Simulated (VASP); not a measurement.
Write the native input for VASP 6.6.1 that does the following.

| Property | Result |
| --- | --- |
| Task | single point |
| Functional | PBE |
| Potentials or basis | VASP PAW PBE potentials, release 64 (W_sv, S) |
| Cutoff | 520 eV |
| k mesh | 8 × 8 × 1 |
| Occupations | gaussian, width 0.1 eV |
| Spin | no spin polarisation |
| Dipole correction | yes |
| Further INCAR settings | ALGO = Normal; EDIFF = 1e-06; NBANDS = 39 |

The structure of W4S lies in POSCAR:

```
W4S
1.0
    3.1836991688      0.0000000000      0.0000000000
    0.0000000000      3.1836991688      0.0000000000
    0.0000000000      0.0000000000     20.1425775749
W S
4 1
Direct
    0.5000000000      0.5000000000      0.1985843165
    0.0000000000      0.0000000000      0.2776134069
    0.5000000000      0.5000000000      0.3599451800
    0.0000000000      0.0000000000      0.4290700901
    0.0000000000      0.5000000000      0.5177932896
```

One way to write it, as run:

INCAR

```
SYSTEM = W4S
PREC     = Accurate       ! precision mode
ENCUT    = 520            ! plane-wave cutoff, eV
EDIFF    = 1E-6           ! SCF threshold, eV
ISMEAR   = 0              ! smearing method
SIGMA    = 0.1            ! smearing width, eV
LREAL    = .FALSE.        ! projectors in reciprocal space
LASPH    = .TRUE.         ! aspherical terms in the spheres
NELM     = 100            ! most SCF steps
ALGO     = Normal         ! electronic algorithm
ISIF     = 2              ! what is computed and relaxed
LWAVE    = .FALSE.        ! write WAVECAR
LCHARG   = .TRUE.         ! write CHGCAR
LDIPOL   = .TRUE.       
IDIPOL   = 3            
DIPOL    = 0.5 0.5 0.357
GGA      = PE             ! functional
LELF     = .TRUE.         ! ELF
LVHAR    = .TRUE.       
LVACPOTAV= .TRUE.       
NBANDS   = 39             ! bands
```

KPOINTS

```
regular mesh
0
G
  8 8 1
  0 0 0
```

Potentials or basis: VASP PAW PBE potentials, release 64 (W_sv, S).

The run is started by

```console
$ cat potpaw_PBE.64/W_sv/POTCAR potpaw_PBE.64/S/POTCAR > POTCAR
$ mpirun -np 1 vasp_std > vasp.out
```

Results of the run:

```yaml
Largest_force: 2.443 eV/Å
Band_gap_on_the_k_mesh: zero (bands 31 and 32 overlap by 1.32 eV)
```

Caveat: spin-orbit coupling is left out, which moves the levels of the heavy elements.

Wall time 4.8 min on 1 thread of Intel(R) Xeon(R) Platinum 8259CL CPU @ 2.50GHz (Skylake/Cascade Lake) (shared host), peak memory 0.36 GiB.
